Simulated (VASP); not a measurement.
A run of VASP 6.6.1:

INCAR

```
ALGO = Normal ; EDIFF = 1E-6
ENCUT = 520 ; GGA = PS
ISIF = 2 ; ISMEAR = 0
LASPH = T ; LCHARG = F
LREAL = F ; LWAVE = F
NBANDS = 33 ; NELM = 60
PREC = Accurate ; SIGMA = 0.1
```

File KPOINTS:

```
k-points
0
Gamma
  9 9 12
```

File POSCAR:

```
TaN
1.0
    5.2050894136      0.0000000000      0.0000000000
   -2.6025447068      4.5077396612      0.0000000000
    0.0000000000      0.0000000000      2.9035873913
Ta N
3 3
Direct
    0.0000000000      0.0000000000      0.0000000000
    0.3333333333      0.6666666667      0.5000000000
    0.6666666667      0.3333333333      0.5000000000
    0.0000000000      0.5000000000      0.0000000000
    0.5000000000      0.0000000000      0.0000000000
    0.5000000000      0.5000000000      0.0000000000
```

Potentials or basis: VASP PAW PBE potentials, release 64 (Ta_pv, N).

Command:

```sh
$ cat potpaw_PBE.64/Ta_pv/POTCAR potpaw_PBE.64/N/POTCAR > POTCAR
$ mpirun -np 1 vasp_std > vasp.out
```

Hardware: 1 thread of Intel Xeon 8259CL (shared host).

How long does it take, and how much memory?

Run time: 4.4 min on 1 thread of Intel Xeon 8259CL, with other jobs on the host, peak memory 0.29 GiB. Counts: scf iterations 14, k points 84.
